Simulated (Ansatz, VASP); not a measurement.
# Mo: VASP beside Ansatz

File INCAR:

```
SYSTEM = Mo
  ALGO = Normal
  EDIFF = 1E-7
  ENCUT = 520
  GGA = PS
  ISIF = 2
  ISMEAR = 0
  LASPH = .TRUE.
  LCHARG = .FALSE.
  LREAL = .FALSE.
  LWAVE = .FALSE.
  NBANDS = 13
  NELM = 60
  PREC = Accurate
  SIGMA = 0.15
```

KPOINTS

```
k-points
0
G
  22 22 22
  0 0 0
```

Contents of POSCAR:

```
Mo
1.0
   -1.5710000000      1.5710000000      1.5710000000
    1.5710000000     -1.5710000000      1.5710000000
    1.5710000000      1.5710000000     -1.5710000000
Mo
1
Direct
    0.0000000000      0.0000000000      0.0000000000
```

Input for Ansatz:

```yaml
crystal:
  lattice:
    - [-1.571, 1.571, 1.571]
    - [1.571, -1.571, 1.571]
    - [1.571, 1.571, -1.571]
  atoms:
    - { symbol: Mo, position: [0.0, 0.0, 0.0] }
basis:
  ecutwfc: 420
kpoints:
  mp_grid: { grid: [22, 22, 22] }
hamiltonian:
  xc: pbesol
scf:
  occupations: { method: gaussian, width: 0.15 }
output:
  forces: true
  stress: true
  eigenvalues: true
```

Alike in both runs: task single point; functional PBEsol; k mesh 22 × 22 × 22; occupations gaussian, width 0.15 eV; no spin polarisation.

```csv
,VASP,Ansatz
version,VASP 6.6.1,Ansatz 0.2.0
potentials or method,"VASP PAW PBE potentials, release 64 (Mo_sv), cutoff 520 eV","scalar-relativistic, plane waves, PAW"
valence electrons in the cell,14,14
```

|  | VASP | Ansatz | Ansatz less VASP |
| --- | --- | --- | --- |
| gap on the k mesh at the Fermi level (eV) | none | none | - |
| pressure (GPa) | -2.7 | -3.2 | -0.52 |

VASP's potentials were made for PBE, not for PBEsol. A gap of «none» marks a metal or a gap that the smearing closes.
